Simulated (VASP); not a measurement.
# ZrN (Fm-3m) in VASP: a series of runs, part 3 of 3

VASP 6.6.1. The steps go on from the part before.

### 6 Single point, r2SCAN+D4

POSCAR

```
ZrN
1.0
    0.0000000000      2.3000000000      2.3000000000
    2.3000000000      0.0000000000      2.3000000000
    2.3000000000      2.3000000000      0.0000000000
Zr N
1 1
Direct
    0.5000000000      0.5000000000      0.5000000000
    0.0000000000      0.0000000000      0.0000000000
```

INCAR.step1

```
SYSTEM = ZrN
PREC = Accurate
ENCUT = 660
ISMEAR = 1
SIGMA = 0.1
LREAL = .False.
LASPH = .True.
NELM = 120
NBANDS = 16
GGA = PE
ALGO = Normal
EDIFF = 1E-5
LWAVE = .True.
LCHARG = .False.
GGA_COMPAT = .False.
```

INCAR.step2

```
SYSTEM = ZrN
PREC = Accurate
ENCUT = 660
EDIFF = 1E-6
ISMEAR = 1
SIGMA = 0.1
LREAL = .False.
LASPH = .True.
NELM = 120
ALGO = Normal
ISIF = 2
LWAVE = .False.
LCHARG = .False.
METAGGA = R2SCAN
LMIXTAU = .True.
IVDW = 13
VDW_S6 = 1.0
VDW_S8 = 0.6018749
VDW_A1 = 0.51559235
VDW_A2 = 5.77342911
NBANDS = 16
ISTART = 1
GGA_COMPAT = .False.
```

KPOINTS

```
Automatic mesh
0
Gamma
  10 10 10
  0 0 0
```

Potentials or basis: VASP PAW PBE potentials, release 64 (Zr_sv, N).

Command:

```sh
cat potpaw_PBE.64/Zr_sv/POTCAR potpaw_PBE.64/N/POTCAR > POTCAR
cp INCAR.step1 INCAR
mpirun -np 1 vasp_std > vasp.out
cp INCAR.step2 INCAR
mpirun -np 1 vasp_std > vasp.out
```

OUTCAR:

```text
SYSTEM = ZrN
   PREC = Accurate
   ENCUT = 660
   EDIFF = 1E-6
   ISMEAR = 1
   LREAL = .False.
   LASPH = .True.
   NELM = 120
   ISIF = 2
   METAGGA = R2SCAN
   IVDW = 13
   ISTART = 1

 ion  position               nearest neighbor table
   1  0.500  0.500  0.500-   2 2.30   2 2.30   2 2.30   2 2.30   2 2.30   2 2.30
   2  0.000  0.000  0.000-   1 2.30   1 2.30   1 2.30   1 2.30   1 2.30   1 2.30

  LATTYP: Found a face centered cubic cell.
 ALAT       =     4.6000000000

  Lattice vectors:

 A1 = (   0.0000000000,   2.3000000000,   2.3000000000)
 A2 = (   2.3000000000,   0.0000000000,   2.3000000000)
 A3 = (   2.3000000000,   2.3000000000,   0.0000000000)

Analysis of symmetry for initial positions (statically):
=====================================================================
 Subroutine PRICEL returns:
 Original cell was already a primitive cell.

 Routine SETGRP: Setting up the symmetry group for a
 face centered cubic supercell.

 Subroutine GETGRP returns: Found 48 space group operations
 (whereof 48 operations were pure point group operations)
 out of a pool of 48 trial point group operations.

The static configuration has the point symmetry O_h .

Analysis of symmetry for dynamics (positions and initial velocities):
=====================================================================
 Subroutine PRICEL returns:
 Original cell was already a primitive cell.

 Routine SETGRP: Setting up the symmetry group for a
 face centered cubic supercell.

 Subroutine GETGRP returns: Found 48 space group operations
 (whereof 48 operations were pure point group operations)
 out of a pool of 48 trial point group operations.

The dynamic configuration has the point symmetry O_h .

 Subroutine INISYM returns: Found 48 space group operations
 (whereof 48 operations are pure point group operations),
 and found     1 'primitive' translations

----------------------------------------------------------------------------------------

                                     Primitive cell

  volume of cell :      24.3340
[... 111 lines left out ...]
  Fermi-wavevector in a.u.,A,eV,Ry     =   1.452624  2.745062 28.709889  2.110117
  Thomas-Fermi vector in A             =   2.569985
   LORBIT       =      0    0 simple, 1 ext, 2 COOP (PROOUT), +10 PAW based schemes
   METAGGA = R2SCAN    functional components
   LHFCALC =     F    Hartree Fock is set to
   AEXX    =    0.0000 exact exchange contribution
   IVDW    =    13    specifies the selected vdW correction
   LEPSILON=     F    determine dielectric tensor
   LRPA    =     F    only Hartree local field effects (RPA)
 non-spin polarized calculation
 Methfessel and Paxton  Order N= 1 SIGMA  =   0.10
  energy-cutoff  :      660.00
  volume of cell :       24.33
 maximum number of plane-waves:       960
   NGX = 13   NGY = 13   NGZ = 13

 number of electron      17.0000000 magnetization

 Free energy of the ion-electron system (eV)
  ---------------------------------------------------
  ext. energy  EPLUGINS =         0.00000000
  ---------------------------------------------------
  free energy    TOTEN  =       -35.83051308 eV

  energy without entropy =      -35.82947552  energy(sigma->0) =      -35.83016723

 E-fermi :  12.0845     XC(G=0): -13.2428

 val. band max:       12.0718223444   @ k =  -0.1000   0.1000   0.0000
 cond. band min:      12.1056737551   @ k =  -0.4000   0.3000   0.0000
 fundamental gap:      0.0338514106
 Fermi energy:        12.0844769461

 k-point     1 :       0.0000    0.0000    0.0000
  band No.  band energies     occupation
      1     -39.4366      2.00000
      2     -16.3659      2.00000
      3     -16.3659      2.00000
      4     -16.3659      2.00000
      5      -5.3461      2.00000
      6       9.0333      2.00000
[... 433 lines left out ...]
      3     -16.6652      2.00000
      4     -16.6308      2.00000
      5      -4.4476      2.00000
      6       5.9695      2.00000
[... 8 lines left out ...]
     15      25.0575      0.00000
     16      27.6290      0.00000

 [... further k-points ...]

------------------------ aborting loop because EDIFF is reached ----------------------------------------

  DFT-D4 for vdW energy calculation

  Edisp (eV):   -0.20699

  FORCE on cell =-STRESS in cart. coord.  units (eV):
  Direction    XX          YY          ZZ          XY          YZ          ZX
  --------------------------------------------------------------------------------------
  -------------------------------------------------------------------------------------
  Total      -0.55161    -0.55161    -0.55161     0.00000     0.00000     0.00000
  in kB     -36.31862   -36.31862   -36.31862     0.00000     0.00000     0.00000
  external pressure =      -36.32 kB  Pullay stress =        0.00 kB

 VOLUME and BASIS-vectors are now :
 -----------------------------------------------------------------------------
  energy-cutoff  :      660.00
  volume of cell :       24.33
      direct lattice vectors                 reciprocal lattice vectors
     0.000000000  2.300000000  2.300000000    -0.217391304  0.217391304  0.217391304
     2.300000000  0.000000000  2.300000000     0.217391304 -0.217391304  0.217391304
     2.300000000  2.300000000  0.000000000     0.217391304  0.217391304 -0.217391304

 POSITION                                       TOTAL-FORCE (eV/Angst)
 -----------------------------------------------------------------------------------
      2.30000      2.30000      2.30000         0.000000      0.000000      0.000000
      0.00000      0.00000      0.00000         0.000000     -0.000000     -0.000000
 -----------------------------------------------------------------------------------
    total drift:                                0.000000      0.000000      0.000000

  FREE ENERGIE OF THE ION-ELECTRON SYSTEM (eV)
  ---------------------------------------------------
  free  energy   TOTEN  =       -36.0375002898 eV

  energy  without entropy=      -36.0364627277  energy(sigma->0) =      -36.03715444
```

OSZICAR.step1:

```text
N       E                     dE             d eps       ncg     rms          rms(c)
DAV:   1     0.130276626242E+03    0.13028E+03   -0.10097E+04  1504   0.126E+03
DAV:   2    -0.167018658969E+02   -0.14698E+03   -0.13799E+03  1944   0.340E+02
DAV:   3    -0.237315959995E+02   -0.70297E+01   -0.69669E+01  2512   0.689E+01
DAV:   4    -0.238433192898E+02   -0.11172E+00   -0.11171E+00  1752   0.612E+00
DAV:   5    -0.238442178713E+02   -0.89858E-03   -0.89858E-03  2096   0.489E-01    0.213E+01
DAV:   6    -0.205413835367E+02    0.33028E+01   -0.72455E+00  1792   0.266E+01    0.815E+00
DAV:   7    -0.203994943097E+02    0.14189E+00   -0.53113E-01  1800   0.692E+00    0.658E+00
DAV:   8    -0.203850050142E+02    0.14489E-01   -0.23850E-01  2016   0.449E+00    0.364E+00
DAV:   9    -0.203705225818E+02    0.14482E-01   -0.47719E-02  1632   0.206E+00    0.934E-01
DAV:  10    -0.203705175980E+02    0.49838E-05   -0.18945E-03  1792   0.473E-01    0.130E-01
DAV:  11    -0.203705048902E+02    0.12708E-04   -0.39036E-05  1944   0.547E-02    0.643E-02
DAV:  12    -0.203705018680E+02    0.30221E-05   -0.64141E-06  1080   0.207E-02
   1 F= -.20370502E+02 E0= -.20370177E+02  d E =-.974723E-03
```

Wall time 1.8 min (1 thread of AMD EPYC 7R43 (Zen 3), shared host); peak memory 0.15 GiB.

Results:

| Quantity | Value |
| --- | --- |
| Free energy | -36.0375 eV |
| Pressure | -3.6 GPa |
| Band gap on the k mesh | zero (an odd number of electrons rules out a gap without spin polarisation) |
| Dispersion energy per atom | -0.103 eV |

Caveat: the cell stands under tension; the PAW data sets were made with another functional, which shifts forces and pressure a little.

### 7 Summary

```csv
level,k mesh,cutoff (eV),smearing,gap on the mesh (eV),pressure (GPa)
PBE,4 × 4 × 4,600,fermi-dirac 0.03 eV,none,-0.5
PBE,10 × 10 × 10,600,gaussian 0.03 eV,none,-0.7
RPBE,10 × 10 × 10,600,fermi-dirac 0.05 eV,none,3.1
PBEsol,10 × 10 × 10,600,gaussian 0.1 eV,none,-7.6
r2SCAN+D4,10 × 10 × 10,660,methfessel-paxton 0.1 eV,none,-3.6
```

Alike in all rows: task single point; potentials or basis VASP PAW PBE potentials, release 64 (Zr_sv, N); no spin polarisation; cell as given.

Caveats: some runs use coarse meshes; the PAW data sets were made with another functional, which shifts forces and pressure a little (at least some runs); the cell stands under tension (at least some runs); the cell stands under pressure (at least some runs).

Absolute energies hang on the potentials; compare differences alone.
